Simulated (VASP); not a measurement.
Runs of VASP 6.6.1 on Mo. The structure is that of space group P6/mmm (No. 191), or close to it. The cells are those of the table. 

```tsv
cell	gap on the mesh (eV)	pressure (GPa)
a = 2.772, b = 2.772, c = 2.589 Å, angles 90.0, 90.0, 120.0°, 1 atom	none	-11.8
a = 2.717, b = 2.717, c = 2.538 Å, angles 90.0, 90.0, 120.0°, 1 atom	none	0.2
a = 2.680, b = 2.680, c = 2.503 Å, angles 90.0, 90.0, 120.0°, 1 atom	none	10.5
a = 2.736, b = 2.736, c = 2.555 Å, angles 90.0, 90.0, 120.0°, 1 atom	none	-4.2
a = 2.754, b = 2.754, c = 2.572 Å, angles 90.0, 90.0, 120.0°, 1 atom	none	(b)
a = 2.789, b = 2.789, c = 2.605 Å, angles 90.0, 90.0, 120.0°, 1 atom	none	(a)
a = 2.699, b = 2.699, c = 2.521 Å, angles 90.0, 90.0, 120.0°, 1 atom	none	5.1
```

Alike in all rows: task single point; level PBEsol; potentials or basis VASP PAW PBE potentials, release 64 (Mo_sv); no spin polarisation; k mesh 12 × 12 × 11; cutoff (eV) 520; smearing methfessel-paxton 0.1 eV.

Task: Estimate the missing entries.

Result: (a) -15.0; (b) -8.2.

Caveats: the PAW data sets were made with another functional, which shifts forces and pressure a little.

A k mesh can miss the band edges, and the runs leave out spin-orbit coupling on Mo.

A gap of «none» marks levels without a gap at the run's occupations.
